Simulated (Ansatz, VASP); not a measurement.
# MoS2 in VASP and in Ansatz

The input INCAR:

```
SYSTEM = MoS2
PREC = Accurate
ENCUT = 520
EDIFF = 1E-8
ISMEAR = -1
SIGMA = 0.03
LREAL = .False.
LASPH = .True.
NELM = 80
ALGO = Normal
ISIF = 2
LWAVE = .False.
LCHARG = .False.
GGA = PE
LEFG = .True.
NBANDS = 35
```

The input KPOINTS:

```
Automatic mesh
0
Gamma
  10 10 3
  0 0 0
```

Contents of POSCAR:

```
MoS2
1.0
    3.2229977647      0.0000000000      0.0000000000
   -1.6114988823      2.7911979406      0.0000000000
    0.0000000000      0.0000000000     12.5361396517
Mo S
2 4
Direct
    0.3333333333      0.6666666667      0.2500000000
    0.6666666667      0.3333333333      0.7500000000
    0.3333333333      0.6666666667      0.6275000000
    0.6666666667      0.3333333333      0.1275000000
    0.3333333333      0.6666666667      0.8725000000
    0.6666666667      0.3333333333      0.3725000000
```

Input for Ansatz:

```yaml
crystal:
  lattice:
    - [3.2229977647, 0.0, 0.0]
    - [-1.6114988823, 2.7911979406, 0.0]
    - [0.0, 0.0, 12.5361396517]
  atoms:
    - { symbol: Mo, position: [0.3333333333, 0.6666666667, 0.25] }
    - { symbol: Mo, position: [0.6666666667, 0.3333333333, 0.75] }
    - { symbol: S, position: [0.3333333333, 0.6666666667, 0.6275] }
    - { symbol: S, position: [0.6666666667, 0.3333333333, 0.1275] }
    - { symbol: S, position: [0.3333333333, 0.6666666667, 0.8725] }
    - { symbol: S, position: [0.6666666667, 0.3333333333, 0.3725] }
kpoints:
  mp_grid: { grid: [10, 10, 3] }
scf:
  occupations: { method: fermi_dirac, width: 0.03 }
hamiltonian:
  xc: pbe
  pseudopotentials: { kind: paw }
output:
  forces: true
  stress: true
  eigenvalues: true
  efg: { contact_densities: true }
```

Change from the starting cell: volume scaled by 1.06, PAW files.

Alike in both runs: task electric field gradients; functional PBE; k mesh 10 × 10 × 3; occupations fermi-dirac, width 0.03 eV; no spin polarisation.

```csv
,VASP,Ansatz
version,VASP 6.6.1,Ansatz 0.2.0
potentials or method,"VASP PAW PBE potentials, release 64 (Mo_sv, S)","PAW with Ansatz's default frozen-core files, scalar-relativistic"
plane-wave cutoff (eV),520,420
valence electrons in the cell,52,52
```

VASP gave:

```
pressure (GPa)                                                : -0.3
traceless stress, the component that is largest in VASP (GPa) : 3.56
rms of the force components (eV/Å)                            : 0.090
size of Vzz on the site where it differs most (V/Å²)          : 86.7
```

**Question.** Estimate Ansatz's values.

**Answer.** Pressure (GPa): -0.2; traceless stress, the component that is largest in VASP (GPa): 3.59; rms of the force components (eV/Å): 0.096; size of Vzz on the site where it differs most (V/Å²): 84.6.

Atom by atom the forces differ by 0.006 eV/Å (rms over components). The functional is the same, so the differences come from potentials, cutoffs and numerics.
